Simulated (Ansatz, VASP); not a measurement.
# Two plane-wave programs on Re

```
Re
1.0
     2.76080    0.00000    0.00000
    -1.38040    2.39092    0.00000
     0.00000    0.00000    4.45820
Re
2
Direct
  0.66667 0.33333 0.75000
  0.33333 0.66667 0.25000
```

Alike in both runs: functional PBEsol; k mesh 11 × 11 × 6; occupations fermi-dirac, width 0.05 eV; non-collinear spin, spin-orbit coupling.

|  | VASP | Ansatz |
| --- | --- | --- |
| version | VASP 6.6.1 | Ansatz 0.2.0 |
| potentials or method | VASP PAW PBE potentials, release 64 (Re) | Ansatz PAW |
| plane-wave cutoff (eV) | 520 | 420 |
| valence electrons in the cell | 14 | 30 |
| task | single point | band structure |

```csv
,VASP,Ansatz,Ansatz less VASP
pressure (GPa),-3.5,-3.5,-0.03
"traceless stress, the component that is largest in VASP (GPa)",-0.27,-0.15,+0.120
net moment per atom (μB),0.00,0.00,0.000
```

VASP's potentials were made for PBE, not for PBEsol. With one functional, cell and mesh, what is left measures potentials, basis and numerics. VASP's potentials hold 14 valence electrons a cell and Ansatz's 30, so a difference there can come from the potentials and not from the codes.
